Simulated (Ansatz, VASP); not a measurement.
## One calculation of BePd, two programs

```
CELL_PARAMETERS angstrom
2.75674 0.00000 0.00000
0.00000 2.75674 0.00000
0.00000 0.00000 2.81300
ATOMIC_POSITIONS crystal
Be 0.00000 0.00000 0.00000
Pd 0.50000 0.50000 0.50000
```

Change from the starting cell: equal xx and yy strain of -2 %.

Alike in both runs: task single point; functional LDA; k mesh 12 × 12 × 12; occupations fermi-dirac, width 0.08 eV; no spin polarisation.

```csv
,VASP,Ansatz
version,VASP 6.6.1,Ansatz 0.2.0
potentials or method,"VASP PAW LDA potentials, release 64 (Be, Pd), cutoff 520 eV","all-electron LAPW, scalar-relativistic"
```

VASP gave:

* pressure (GPa): 0.2
* traceless stress, the component that is largest in VASP (GPa): -0.76

Problem. What did Ansatz give for the same quantities?

Solution. Pressure (GPa): -0.5; traceless stress, the component that is largest in VASP (GPa): -0.74.

LDA's correlation is that of Perdew and Zunger in VASP and of Perdew and Wang (1992) in Ansatz. Ansatz ran all-electron here, and VASP with PAW potentials.
